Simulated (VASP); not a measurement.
# Al4CN4 in VASP: further runs, part 2 of 2

VASP 6.6.1.

### Step 4. Single point, PBE, collinear spin

Contents of INCAR:

```
SYSTEM = Al4CN4
  ALGO = Normal
  DIPOL = 0.5 0.5 0.321
  EDIFF = 1E-7
  ENCUT = 520
  GGA = PE
  IDIPOL = 3
  ISIF = 2
  ISMEAR = 0
  ISPIN = 2
  LASPH = .True.
  LCHARG = .False.
  LDIPOL = .True.
  LORBIT = 11
  LREAL = .False.
  LWAVE = .False.
  MAGMOM = 0 0 0 0 0 0 0 0 2
  NBANDS = 32
  NELM = 150
  PREC = Accurate
  SIGMA = 0.05
```

Contents of KPOINTS:

```
k-points
0
Gamma
  9 6 1
  0 0 0
```

Contents of POSCAR:

```
Al4CN4
1.0
    3.1297683445      0.0000000000      0.0000000000
    0.0000000000      5.0173032419      0.0000000000
    0.0000000000      0.0000000000     19.0620320396
Al N C
4 4 1
Direct
    0.0000000000      0.9982714950      0.2098412169
    0.5000000000      0.4982714950      0.2572383830
    0.5000000000      0.9915197257      0.3577010219
    0.0000000000      0.4624332462      0.3868097530
    0.0000000000      0.6167285050      0.2098412169
    0.5000000000      0.1167285050      0.2572383830
    0.5000000000      0.6143669392      0.3564124135
    0.0000000000      0.1112303975      0.3967065014
    0.1666666667      0.9445637309      0.4546559522
```

Potentials or basis: VASP PAW PBE potentials, release 64 (Al, N, C).

The run is started by

```bash
> cat potpaw_PBE.64/Al/POTCAR potpaw_PBE.64/N/POTCAR potpaw_PBE.64/C/POTCAR > POTCAR
> mpirun -np 1 vasp_std > vasp.out
```

OUTCAR:

```text
SYSTEM = Al4CN4
   EDIFF = 1E-7
   ENCUT = 520
   GGA = PE
   ISIF = 2
   ISMEAR = 0
   ISPIN = 2
   LASPH = .True.
   LORBIT = 11
   LREAL = .False.
   NELM = 150
   PREC = Accurate

 ion  position               nearest neighbor table
   1  0.000  0.998  0.210-   6 1.90   6 1.90   5 1.91   2 3.09   2 3.09   2 3.09   2 3.09   3 3.22
                             3 3.22
   2  0.500  0.498  0.257-   5 1.90   5 1.90   6 1.91   7 1.98   4 2.93   4 2.93   1 3.09   1 3.09
                             1 3.09   1 3.09   3 3.13   3 3.18
   3  0.500  0.992  0.358-   8 1.83   8 1.83   7 1.89   6 2.02   9 2.14   4 2.89   4 2.89   2 3.13
                             4 3.13   4 3.13   2 3.18   1 3.22   1 3.22
   4  0.000  0.462  0.387-   8 1.77   7 1.83   7 1.83   3 2.89   3 2.89   2 2.93   2 2.93   3 3.13
                             3 3.13
   5  0.000  0.617  0.210-   2 1.90   2 1.90   1 1.91
   6  0.500  0.117  0.257-   1 1.90   1 1.90   2 1.91   3 2.02
   7  0.500  0.614  0.356-   4 1.83   4 1.83   3 1.89   2 1.98
   8  0.000  0.111  0.397-   9 1.48   4 1.77   3 1.83   3 1.83
   9  0.167  0.945  0.455-   8 1.48   3 2.14

  LATTYP: Found a simple orthorhombic cell.
 ALAT       =     3.1297683445
 B/A-ratio  =     1.6030909287
 C/A-ratio  =     6.0905568532

  Lattice vectors:

 A1 = (   3.1297683445,   0.0000000000,   0.0000000000)
 A2 = (   0.0000000000,   5.0173032419,   0.0000000000)
 A3 = (   0.0000000000,   0.0000000000,  19.0620320396)

Analysis of symmetry for initial positions (statically):
=====================================================================
 Subroutine PRICEL returns:
 Original cell was already a primitive cell.

 Routine SETGRP: Setting up the symmetry group for a
 simple orthorhombic supercell.

 Subroutine GETGRP returns: Found  1 space group operations
 (whereof  1 operations were pure point group operations)
 out of a pool of  8 trial point group operations.

The static configuration has the point symmetry C_1 .

Analysis of symmetry for dynamics (positions and initial velocities):
=====================================================================
 Subroutine PRICEL returns:
 Original cell was already a primitive cell.

 Routine SETGRP: Setting up the symmetry group for a
 simple orthorhombic supercell.

 Subroutine GETGRP returns: Found  1 space group operations
 (whereof  1 operations were pure point group operations)
 out of a pool of  8 trial point group operations.

The dynamic configuration has the point symmetry C_1 .

Analysis of structural, dynamic, and magnetic symmetry:
=====================================================================
 Subroutine PRICEL returns:
 Original cell was already a primitive cell.

 Routine SETGRP: Setting up the symmetry group for a
 simple orthorhombic supercell.

 Subroutine GETGRP returns: Found  1 space group operations
 (whereof  1 operations were pure point group operations)
 out of a pool of  8 trial point group operations.

The overall configuration has the point symmetry C_1 .

 Subroutine INISYM returns: Found  1 space group operations
 (whereof  1 operations are pure point group operations),
 and found     1 'primitive' translations

----------------------------------------------------------------------------------------

                                     Primitive cell

  volume of cell :     299.3310

  direct lattice vectors                    reciprocal lattice vectors
[... 126 lines left out ...]
   GGA     = PE    functional components
   LHFCALC =     F    Hartree Fock is set to
   AEXX    =    0.0000 exact exchange contribution
   IVDW    =     0    specifies the selected vdW correction
   LEPSILON=     F    determine dielectric tensor
   LRPA    =     F    only Hartree local field effects (RPA)
 spin polarized calculation
 Gauss-broadening in eV      SIGMA  =   0.05
  energy-cutoff  :      520.00
  volume of cell :      299.33
 maximum number of plane-waves:      8106
 NGX is ok and might be reduce to    24
   NGX = 11   NGY = 19   NGZ = 71

 dipolmoment           0.000000      0.000000     -0.021784 electrons x Angstroem

 number of electron      35.9999997 magnetization       1.9982543

 dipolmoment           0.000000      0.000000      0.156903 electrons x Angstroem

 Free energy of the ion-electron system (eV)
  ---------------------------------------------------
  ext. energy  EPLUGINS =         0.00000000
  ---------------------------------------------------
  free energy    TOTEN  =       -58.92819321 eV

  energy without entropy =      -58.92498091  energy(sigma->0) =      -58.92658706

 E-fermi :  -0.5661     XC(G=0):  -4.2722

 val. band max:       -0.5909682402   @ k =   0.1111   0.0000   0.0000
 cond. band min:      -0.5518419409   @ k =   0.0000   0.1667   0.0000
 fundamental gap:      0.0391262993
 Fermi energy:        -0.5660822940

 spin component 1

 k-point     1 :       0.0000    0.0000    0.0000
  band No.  band energies     occupation
      1     -19.6378      1.00000
      2     -17.1993      1.00000
      3     -16.4743      1.00000
      4     -14.4636      1.00000
      5     -11.5684      1.00000
      6      -8.7825      1.00000
[... 781 lines left out ...]
     29       5.8561      0.00000
     30       5.9784      0.00000

 [... further k-points ...]

 spin component 2

 k-point     1 :       0.0000    0.0000    0.0000
  band No.  band energies     occupation
      1     -19.3013      1.00000
      2     -17.1124      1.00000
      3     -16.4187      1.00000
      4     -14.4336      1.00000
      5     -10.7964      1.00000
      6      -8.4966      1.00000
[... 781 lines left out ...]
     29       6.0438      0.00000
     30       6.1339      0.00000

 [... further k-points ...]

 [bands above 30 left out]

------------------------ aborting loop because EDIFF is reached ----------------------------------------

 vacuum level on the upper side and lower side of the slab       (xc-potential included)         0.863        -0.923

  FORCE on cell =-STRESS in cart. coord.  units (eV):
  Direction    XX          YY          ZZ          XY          YZ          ZX
  --------------------------------------------------------------------------------------
  -------------------------------------------------------------------------------------
  Total        6.5078752     -1.1127177     -1.3350411     -0.7676913      1.9032843     -1.7829516
  in kB       34.8335758     -5.9558510     -7.1458432     -4.1090883     10.1873798     -9.5432963
  external PRESSURE =       7.2439605 kB  Pullay stress =       0.0000000 kB

 VOLUME and BASIS-vectors are now :
 -----------------------------------------------------------------------------
  energy-cutoff  :      520.00
  volume of cell :      299.33
      direct lattice vectors                 reciprocal lattice vectors
     3.129768344  0.000000000  0.000000000     0.319512465  0.000000000  0.000000000
     0.000000000  5.017303242  0.000000000     0.000000000  0.199310257  0.000000000
     0.000000000  0.000000000 19.062032040     0.000000000  0.000000000  0.052460304

 POSITION                                       TOTAL-FORCE (eV/Angst)
 -----------------------------------------------------------------------------------
      0.00000      5.00863      4.00000         0.002153     -1.688239      1.597324
      1.56488      2.49998      4.90349         0.037289      1.015800     -2.230471
      1.56488      4.97476      6.81851         0.304861     -1.617833     -1.507125
      0.00000      2.32017      7.37338         0.146855      3.121657      1.236899
      0.00000      3.09431      4.00000         0.011295      0.622846      0.945290
      1.56488      0.58566      4.90349         0.048053      0.157838      0.019657
      1.56488      3.08247      6.79394         0.391167     -1.091217     -1.226891
      0.00000      0.55808      7.56203        -0.079686     -0.317688      1.106208
      0.52163      4.73916      8.66667        -0.861987     -0.203164      0.059109
 -----------------------------------------------------------------------------------
    total drift:                               -0.000174     -0.000554      0.000045

  FREE ENERGIE OF THE ION-ELECTRON SYSTEM (eV)
  ---------------------------------------------------
  free  energy   TOTEN  =       -58.9281932144 eV

  energy  without entropy=      -58.9249809082  energy(sigma->0) =      -58.92658706

 vacuum level on the upper side and lower side of the slab         4.919         3.066

 total charge

# of ion       s       p       d       tot
------------------------------------------
    1        0.385   0.365   0.000   0.750
    2        0.368   0.424   0.000   0.793
    3        0.364   0.448   0.000   0.812
    4        0.390   0.437   0.000   0.827
    5        1.236   2.481   0.000   3.717
    6        1.234   2.570   0.000   3.804
    7        1.237   2.626   0.000   3.862
    8        1.242   2.701   0.000   3.943
    9        0.953   1.265   0.000   2.218
--------------------------------------------------
tot          7.410  13.316   0.000  20.726

 magnetization (x)

# of ion       s       p       d       tot
------------------------------------------
    1        0.011   0.011   0.000   0.021
    2        0.002   0.003   0.000   0.005
    3        0.012   0.029   0.000   0.042
    4        0.013   0.025   0.000   0.038
    5        0.003   0.014   0.000   0.017
    6        0.008   0.004   0.000   0.012
    7        0.009   0.035   0.000   0.045
    8        0.003   0.054   0.000   0.057
    9        0.045   0.665   0.000   0.711
--------------------------------------------------
tot          0.106   0.842   0.000   0.947
```

Wall time 11 min (1 thread of AMD EPYC 9R45 (Zen 5), shared host); peak memory 0.69 GiB.

Results:

```
Free energy                                           : -58.9282 eV
Largest force                                         : 3.361 eV/Å
Band gap on the k mesh                                : zero (filled and empty bands overlap)
Net moment                                            : 2.00 μB per cell
Site moments                                          : Al +0.02, +0.01, +0.04 (each value once); N +0.02, +0.01, +0.04, +0.06; C +0.71 μB
Valence electrons inside the program's atomic spheres : Al 0.75, 0.79, 0.81, 0.83; N 3.72, 3.80, 3.86, 3.94; C 2.22
```

Forces on the atoms (eV/Å):
```
Al   0.002 -1.688  1.597
Al   0.037  1.016 -2.230
Al   0.305 -1.618 -1.507
Al   0.147  3.122  1.237
N    0.011  0.623  0.945
N    0.048  0.158  0.020
N    0.391 -1.091 -1.227
N   -0.080 -0.318  1.106
C   -0.862 -0.203  0.059
```

### Step 5. The runs side by side

| cell | gap on the mesh (eV) | moment (μB) | largest force (eV/Å) |
| --- | --- | --- | --- |
| as given, atomic positions A | none | 2.00 | 2.78 |
| as given, atomic positions B | 0.07 | 1.99 | 2.76 |
| as given, atomic positions C | none | 2.00 | 3.36 |

Alike in all rows: task single point; level PBE; potentials or basis VASP PAW PBE potentials, release 64 (Al, N, C); spin collinear; k mesh 9 × 6 × 1; cutoff (eV) 520; smearing gaussian 0.05 eV.

Caveats: semilocal functionals underestimate gaps, and a narrow one can read as zero (at least some runs).

Absolute energies hang on the potentials; compare differences alone.

The gap in the log of VASP goes by the Fermi energy; the results here count the filled bands.